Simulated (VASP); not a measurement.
# Pb (Fm-3m) in VASP: a series of runs

The runs below take Pb through single point, with PBE.

Everything below comes from runs of VASP 6.6.1. Logs are shortened: lines on timing, memory, paths and dates and some standing lists are left out, and cuts for length are marked.

### Step 1. The cell of the first run

It takes space group Fm-3m (No. 225, cubic). The conventional cell has a = 4.950 Å, b = 4.950 Å, c = 4.950 Å, α = 90.00°, β = 90.00°, γ = 90.00°. Within 4.6 Å of Pb (site symmetry m-3m) lie 12 Pb at 3.50 Å.

### Step 2. Single point, PBE

The input, INCAR:

```
ALGO = Normal
EDIFF = 1E-6
ENCUT = 500
GGA = PE
GGA_COMPAT = F
ISIF = 2
ISMEAR = 1
LASPH = T
LCHARG = T
LELF = T
LREAL = F
LVHAR = T
LWAVE = F
NBANDS = 13
NELM = 120
PREC = Accurate
SIGMA = 0.25
```

The input, KPOINTS:

```
k-points
0
Gamma
  9 9 9
```

The input, POSCAR:

```
Pb
1.0
    3.5002070000      0.0000000000      0.0000000000
    1.7501035000      3.0312681805      0.0000000000
    1.7501035000      1.0104227268      2.8579070480
Pb
1
Direct
    0.0000000000      0.0000000000      0.0000000000
```

Potentials or basis: VASP PAW PBE potentials, release 64 (Pb_d).

The run is started by

```
$ cat potpaw_PBE.64/Pb_d/POTCAR > POTCAR
$ mpirun -np 1 vasp_std > vasp.out
```

OUTCAR:

```text
EDIFF = 1E-6
   ENCUT = 500
   GGA = PE
   ISIF = 2
   ISMEAR = 1
   LASPH = T
   LREAL = F
   NELM = 120
   PREC = Accurate

 ion  position               nearest neighbor table
   1  0.000  0.000  0.000-

  LATTYP: Found a face centered cubic cell.
 ALAT       =     4.9500402105

  Lattice vectors:

 A1 = (   3.5002070000,   0.0000000000,   0.0000000000)
 A2 = (   1.7501035000,   3.0312681805,   0.0000000000)
 A3 = (   1.7501035000,   1.0104227268,   2.8579070480)

Analysis of symmetry for initial positions (statically):
=====================================================================
 Subroutine PRICEL returns:
 Original cell was already a primitive cell.

 Routine SETGRP: Setting up the symmetry group for a
 face centered cubic supercell.

 Subroutine GETGRP returns: Found 48 space group operations
 (whereof 48 operations were pure point group operations)
 out of a pool of 48 trial point group operations.

The static configuration has the point symmetry O_h .

Analysis of symmetry for dynamics (positions and initial velocities):
=====================================================================
 Subroutine PRICEL returns:
 Original cell was already a primitive cell.

 Routine SETGRP: Setting up the symmetry group for a
 face centered cubic supercell.

 Subroutine GETGRP returns: Found 48 space group operations
 (whereof 48 operations were pure point group operations)
 out of a pool of 48 trial point group operations.

The dynamic configuration has the point symmetry O_h .

 Subroutine INISYM returns: Found 48 space group operations
 (whereof 48 operations are pure point group operations),
 and found     1 'primitive' translations

----------------------------------------------------------------------------------------

                                     Primitive cell

  volume of cell :      30.3226

  direct lattice vectors                    reciprocal lattice vectors
     3.500207000  0.000000000  0.000000000     0.285697389 -0.164947464 -0.116635471
     1.750103500  3.031268181  0.000000000     0.000000000  0.329894929 -0.116635471
     1.750103500  1.010422727  2.857907048     0.000000000  0.000000000  0.349906412

  length of vectors
     3.500207000  3.500207000  3.500207000     0.349906412  0.349906412  0.349906412

  position of ions in fractional coordinates (direct lattice)
     0.000000000  0.000000000  0.000000000

  ion indices of the primitive-cell ions
   primitive index   ion index
                 1           1

----------------------------------------------------------------------------------------

 KPOINTS: k-points

Automatic generation of k-mesh.
 Grid dimensions read from file:
 generate k-points for:    9    9    9

 Generating k-lattice:

  Cartesian coordinates                     Fractional coordinates (reciprocal lattice)
     0.031744154 -0.018327496 -0.012959497     0.111111111  0.000000000  0.000000000
     0.000000000  0.036654992 -0.012959497     0.000000000  0.111111111  0.000000000
     0.000000000  0.000000000  0.038878490     0.000000000  0.000000000  0.111111111

  Length of vectors
     0.038878490  0.038878490  0.038878490

  Shift w.r.t. Gamma in fractional coordinates (k-lattice)
     0.000000000  0.000000000  0.000000000

 Subroutine IBZKPT returns following result:
 ===========================================

 Found     35 irreducible k-points:

 Following reciprocal coordinates:
            Coordinates               Weight
  0.000000  0.000000  0.000000      1.000000
  0.111111  0.000000 -0.000000      8.000000
  0.222222  0.000000  0.000000      8.000000
  0.333333  0.000000  0.000000      8.000000
  0.444444  0.000000  0.000000      8.000000
  0.111111  0.111111  0.000000      6.000000
[... 16 lines left out ...]
 -0.333333  0.333333 -0.000000     12.000000
  0.444444  0.444444  0.000000      6.000000
 [... further k-points ...]
   k-points           NKPTS =     35   k-points in BZ     NKDIM =     35   number of bands    NBANDS=     13
   number of dos      NEDOS =    301   number of ions     NIONS =      1
   total plane-waves  NPLWV =  21952
   dimension x,y,z NGX =    28 NGY =   28 NGZ =   28
   dimension x,y,z NGXF=    56 NGYF=   56 NGZF=   56
   ions per type =               1
   NGX,Y,Z   is equivalent  to a cutoff of  13.30, 13.30, 13.30 a.u.
   NGXF,Y,Z  is equivalent  to a cutoff of  26.60, 26.60, 26.60 a.u.
 SYSTEM =  unknown system
   PREC   = accura    normal or accurate (medium, high low for compatibility)
   ISTART =      0    job   : 0-new  1-cont  2-samecut
   ICHARG =      2    charge: 1-file 2-atom 10-const
   ISPIN  =      1    spin polarized calculation?
   LNONCOLLINEAR =      F non collinear calculations
   LSORBIT =      F    spin-orbit coupling
   LASPH  =      T    aspherical Exc in radial PAW
   ENCUT  =  500.0 eV  36.75 Ry    6.06 a.u.   6.38  6.38  6.38*2*pi/ulx,y,z
   NELM   =    120;   NELMIN=  2; NELMDL= -5     # of ELM steps
   EDIFF  = 0.1E-05   stopping-criterion for ELM
   LREAL  =      F    real-space projection
   EDIFFG = 0.1E-04   stopping-criterion for IOM
   NSW    =      0    number of steps for IOM
   IBRION =     -1    ionic relax: 0-MD 1-quasi-New 2-CG
   NFREE  =      0    steps in history (QN), initial steepest desc. (CG)
   ISIF   =      2    stress and relaxation
   ISYM   =      2    0-nonsym 1-usesym 2-fastsym
   POTIM  = 0.5000    time-step for ionic-motion
   TEBEG  =    0.0;   TEEND  =   0.0 temperature during run
   PSTRESS=    0.0 pullay stress
   NELECT =      14.0000    total number of electrons
   NUPDOWN=      -1.0000    fix difference up-down
   EMIN   =  10.00;   EMAX   =-10.00  energy-range for DOS
   EFERMI =   0.00;   METHOD = LEGACY
   ISMEAR =     1;   SIGMA  =   0.25  broadening in eV -4-tet -1-fermi 0-gaus
   EFERMI_NEDOS =   21; number of points for ismear=-14 and -15
   IALGO  =     38    algorithm
   IMIX   =      4    mixing-type and parameters
     AMIX     =   0.40;   BMIX     =  1.00
     AMIX_MAG =   1.60;   BMIX_MAG =  1.00
  volume/ion in A,a.u.               =      30.32       204.63
  Fermi-wavevector in a.u.,A,eV,Ry     =   1.265306  2.391081 21.782905  1.600998
  Thomas-Fermi vector in A             =   2.398566
   LORBIT       =      0    0 simple, 1 ext, 2 COOP (PROOUT), +10 PAW based schemes
   GGA     = PE    functional components
   LHFCALC =     F    Hartree Fock is set to
   AEXX    =    0.0000 exact exchange contribution
   IVDW    =     0    specifies the selected vdW correction
   LEPSILON=     F    determine dielectric tensor
   LRPA    =     F    only Hartree local field effects (RPA)
 non-spin polarized calculation
 Methfessel and Paxton  Order N= 1 SIGMA  =   0.25
  energy-cutoff  :      500.00
  volume of cell :       30.32
 maximum number of plane-waves:       779
 NGX is ok and might be reduce to    28
   NGX = 13   NGY = 13   NGZ = 13

 number of electron      13.9999999 magnetization

 Free energy of the ion-electron system (eV)
  ---------------------------------------------------
  ext. energy  EPLUGINS =         0.00000000
  ---------------------------------------------------
  free energy    TOTEN  =        -3.56807139 eV

  energy without entropy =       -3.56939020  energy(sigma->0) =       -3.56851100

 E-fermi :   7.1106     XC(G=0): -10.1858

 val. band max:        6.9155666624   @ k =  -0.3333   0.3333   0.1111
 cond. band min:       7.1466260175   @ k =  -0.2222   0.3333   0.1111
 fundamental gap:      0.2310593552
 Fermi energy:         7.1105800381

 k-point     1 :       0.0000    0.0000    0.0000
  band No.  band energies     occupation
      1      -9.7936      2.00000
      2      -9.7936      2.00000
      3      -9.7936      2.00000
      4      -9.6533      2.00000
      5      -9.6533      2.00000
      6      -4.4735      2.00000
      7      14.6993      0.00000
      8      14.6993      0.00000
      9      14.6993      0.00000
     10      17.0447      0.00000
     11      18.6197      0.00000
     12      19.7655      0.00000
     13      19.7655      0.00000

 k-point     2 :       0.1111    0.0000   -0.0000
  band No.  band energies     occupation
      1      -9.7942      2.00000
      2      -9.7772      2.00000
      3      -9.7772      2.00000
      4      -9.6534      2.00000
      5      -9.6534      2.00000
      6      -4.2357      2.00000
      7      12.3299      0.00000
      8      14.4170      0.00000
      9      14.4170      0.00000
     10      16.6522      0.00000
     11      19.5950      0.00000
     12      20.2692      0.00000
     13      20.2692      0.00000

 k-point     3 :       0.2222    0.0000    0.0000
  band No.  band energies     occupation
      1      -9.7994      2.00000
      2      -9.7577      2.00000
      3      -9.7577      2.00000
      4      -9.6308      2.00000
      5      -9.6308      2.00000
      6      -3.5240      2.00000
      7       8.8630     -0.00000
      8      13.8176      0.00000
      9      13.8176      0.00000
     10      16.3083      0.00000
     11      19.1405      0.00000
     12      19.8941      0.00000
     13      19.8941      0.00000

 k-point     4 :       0.3333    0.0000    0.0000
  band No.  band energies     occupation
      1      -9.8107      2.00000
      2      -9.7672      2.00000
      3      -9.7672      2.00000
      4      -9.5720      2.00000
      5      -9.5720      2.00000
      6      -2.3825      2.00000
      7       5.7475      2.00000
      8      13.2449      0.00000
      9      13.2449      0.00000
     10      16.2139      0.00000
     11      17.8420      0.00000
     12      18.9981      0.00000
     13      18.9981      0.00000

 k-point     5 :       0.4444    0.0000    0.0000
  band No.  band energies     occupation
      1      -9.8208      2.00000
      2      -9.7805      2.00000
      3      -9.7805      2.00000
      4      -9.5257      2.00000
      5      -9.5257      2.00000
      6      -1.1182      2.00000
      7       3.4733      2.00000
      8      12.9067      0.00000
      9      12.9067      0.00000
     10      16.3942      0.00000
     11      16.9613      0.00000
     12      18.5422      0.00000
     13      18.5422      0.00000

 k-point     6 :       0.1111    0.1111    0.0000
  band No.  band energies     occupation
      1      -9.8129      2.00000
      2      -9.7595      2.00000
      3      -9.7595      2.00000
      4      -9.6737      2.00000
      5      -9.6389      2.00000
      6      -4.1565      2.00000
      7      13.0135      0.00000
      8      13.5214      0.00000
      9      13.5214      0.00000
     10      16.1966      0.00000
     11      18.8011      0.00000
     12      20.9766      0.00000
     13      21.1707      0.00000

 k-point     7 :       0.2222    0.1111    0.0000
  band No.  band energies     occupation
      1      -9.8218      2.00000
      2      -9.7355      2.00000
      3      -9.7293      2.00000
      4      -9.6797      2.00000
      5      -9.6149      2.00000
      6      -3.6027      2.00000
      7      10.0414     -0.00000
      8      12.6947      0.00000
      9      13.1889      0.00000
     10      16.3543      0.00000
     11      17.5577      0.00000
     12      20.4948      0.00000
     13      21.6410      0.00000
[... 193 lines left out ...]
 k-point    20 :       0.3333    0.3333    0.0000
  band No.  band energies     occupation
      1      -9.9164      2.00000
      2      -9.8069      2.00000
      3      -9.5661      2.00000
      4      -9.5661      2.00000
      5      -9.5609      2.00000
      6      -1.6784      2.00000
      7       7.2562      0.17606
      8      10.2115     -0.00000
      9      10.2115     -0.00000
     10      13.5975      0.00000
     11      14.3455      0.00000
     12      25.2886      0.00000
     13      25.2905      0.00000

 k-point    21 :       0.4444    0.3333    0.0000
  band No.  band energies     occupation
      1      -9.9160      2.00000
      2      -9.8235      2.00000
      3      -9.5756      2.00000
      4      -9.5427      2.00000
      5      -9.5105      2.00000
      6      -0.6541      2.00000
      7       5.7197      2.00000
      8       8.7009     -0.00000
      9       9.9067     -0.00000
     10      13.5229      0.00000
     11      15.3161      0.00000
     12      24.2787      0.00000
     13      24.5490      0.00000

 k-point    22 :      -0.4444    0.3333   -0.0000
  band No.  band energies     occupation
      1      -9.8850      2.00000
      2      -9.7829      2.00000
      3      -9.5936      2.00000
      4      -9.5732      2.00000
      5      -9.5131      2.00000
      6       0.2599      2.00000
      7       4.8452      2.00000
      8       6.8339      2.06592
      9      10.1597     -0.00000
     10      13.7026      0.00000
     11      17.9156      0.00000
     12      23.3981      0.00000
     13      23.5270      0.00000

 k-point    23 :      -0.3333    0.3333   -0.0000
  band No.  band energies     occupation
      1      -9.8485      2.00000
      2      -9.6907      2.00000
      3      -9.6440      2.00000
      4      -9.6213      2.00000
      5      -9.5573      2.00000
      6       0.1135      2.00000
      7       5.4673      2.00000
      8       5.7371      2.00000
      9      10.9413     -0.00000
     10      14.1950      0.00000
     11      21.0319      0.00000
     12      22.6566      0.00000
     13      22.6784      0.00000

 k-point    24 :       0.4444    0.4444    0.0000
  band No.  band energies     occupation
      1      -9.9520      2.00000
      2      -9.8601      2.00000
      3      -9.5336      2.00000
      4      -9.4950      2.00000
      5      -9.4950      2.00000
      6       0.1222      2.00000
      7       4.5685      2.00000
      8       9.4313     -0.00000
      9       9.4313     -0.00000
     10      12.7573      0.00000
     11      13.9746      0.00000
     12      25.5440      0.00000
     13      27.2379      0.00000

 [... further k-points ...]
[... 5 lines left out ...]
  --------------------------------------------------------------------------------------
  -------------------------------------------------------------------------------------
  Total        0.4251066      0.4251066      0.4251066      0.0000000     -0.0000000     -0.0000000
  in kB       22.4616778     22.4616778     22.4616778      0.0000000     -0.0000000     -0.0000000
  external PRESSURE =      22.4616778 kB  Pullay stress =       0.0000000 kB

 VOLUME and BASIS-vectors are now :
 -----------------------------------------------------------------------------
  energy-cutoff  :      500.00
  volume of cell :       30.32
      direct lattice vectors                 reciprocal lattice vectors
     3.500207000  0.000000000  0.000000000     0.285697389 -0.164947464 -0.116635471
     1.750103500  3.031268181  0.000000000     0.000000000  0.329894929 -0.116635471
     1.750103500  1.010422727  2.857907048     0.000000000  0.000000000  0.349906412

 POSITION                                       TOTAL-FORCE (eV/Angst)
 -----------------------------------------------------------------------------------
      0.00000      0.00000      0.00000        -0.000000      0.000000      0.000000
 -----------------------------------------------------------------------------------
    total drift:                               -0.000000     -0.000000     -0.000000

  FREE ENERGIE OF THE ION-ELECTRON SYSTEM (eV)
  ---------------------------------------------------
  free  energy   TOTEN  =        -3.5680713937 eV

  energy  without entropy=       -3.5693902040  energy(sigma->0) =       -3.56851100
```

It took 12 s on 1 thread of Intel Xeon 6455B, shared host; peak memory 0.16 GiB.

Results:

| Property | Result |
| --- | --- |
| Free energy | -3.5681 eV |
| Pressure | 2.2 GPa |
| Band gap on the k mesh | zero (band 7 reaches 14.70 eV, above the bottom of band 8 at 5.74 eV) |

Caveat: spin-orbit coupling is left out, which moves the levels of the heavy elements.

### Step 3. Single point, PBE

The input, INCAR:

```
ALGO     = Normal         # electronic algorithm
EDIFF    = 1E-6           # SCF threshold, eV
ENCUT    = 500            # plane-wave cutoff, eV
GGA      = PE             # functional
GGA_COMPAT= False        
ISIF     = 2              # what is computed and relaxed
ISMEAR   = 1              # smearing method
LASPH    = True           # aspherical terms in the spheres
LCHARG   = False          # write CHGCAR
LREAL    = False          # projectors in reciprocal space
LWAVE    = False          # write WAVECAR
NBANDS   = 13             # bands
NELM     = 120            # most SCF steps
PREC     = Accurate       # precision mode
SIGMA    = 0.15           # smearing width, eV
```

KPOINTS is that of step 2.

POSCAR is that of step 2.

Potentials or basis: VASP PAW PBE potentials, release 64 (Pb_d).

The run is started by

```
$ cat potpaw_PBE.64/Pb_d/POTCAR > POTCAR
$ mpirun -np 1 vasp_std > vasp.out
```

It took 10 s on 1 thread of Intel Xeon 6455B, shared host; peak memory 0.16 GiB.

The run converged. Its results:

```
Free energy            : -3.5689 eV
Pressure               : 2.2 GPa
Band gap on the k mesh : zero (band 7 reaches 14.70 eV, above the bottom of band 8 at 5.74 eV)
```

Levels at points of the mesh, in eV from the Fermi level:
```csv
k point,band 5,band 6,band 7,band 8,band 9,band 10
"(0.00, 0.00, 0.00)",-16.77,-11.59,7.58,7.58,7.58,9.92
```

Caveat: spin-orbit coupling is left out, which moves the levels of the heavy elements.

### Step 4. Single point, PBE

The input, INCAR:

```
ALGO = Normal
EDIFF = 1E-6
ENCUT = 500
GGA = PE
GGA_COMPAT = F
ISIF = 2
ISMEAR = 1
LASPH = T
LCHARG = T
LELF = T
LREAL = F
LVHAR = T
LWAVE = F
NBANDS = 13
NELM = 120
PREC = Accurate
SIGMA = 0.1
```

KPOINTS is that of step 3.

POSCAR is that of step 3.

The run is started by

```
$ cat potpaw_PBE.64/Pb_d/POTCAR > POTCAR
$ mpirun -np 1 vasp_std > vasp.out
```

Run time: 12 s. Hardware: 1 thread of Intel Xeon 6455B, shared host; peak memory 0.16 GiB.

The run converged. Its results:

* Free energy: -3.5688 eV
* Pressure: 2.2 GPa
* Band gap on the k mesh: zero (band 7 reaches 14.70 eV, above the bottom of band 8 at 5.74 eV)

Levels at points of the mesh, in eV from the Fermi level:
| k point | band 5 | band 6 | band 7 | band 8 | band 9 | band 10 |
| --- | --- | --- | --- | --- | --- | --- |
| (0.00, 0.00, 0.00) | -16.80 | -11.62 | 7.56 | 7.56 | 7.56 | 9.90 |

Caveat: spin-orbit coupling is left out, which moves the levels of the heavy elements.

### Step 5. Overview

```tsv
smearing	gap on the mesh (eV)	pressure (GPa)
methfessel-paxton 0.25 eV	none	2.2
methfessel-paxton 0.15 eV	none	2.2
methfessel-paxton 0.1 eV	none	2.2
```

Alike in all rows: task single point; level PBE; potentials or basis VASP PAW PBE potentials, release 64 (Pb_d); no spin polarisation; cell as given; k mesh 9 × 9 × 9; cutoff (eV) 500.

Every run on the cell as given and a fine mesh finds a metal.

Caveats: spin-orbit coupling is left out, which moves the levels of the heavy elements.

Absolute energies hang on the potentials; compare differences alone.
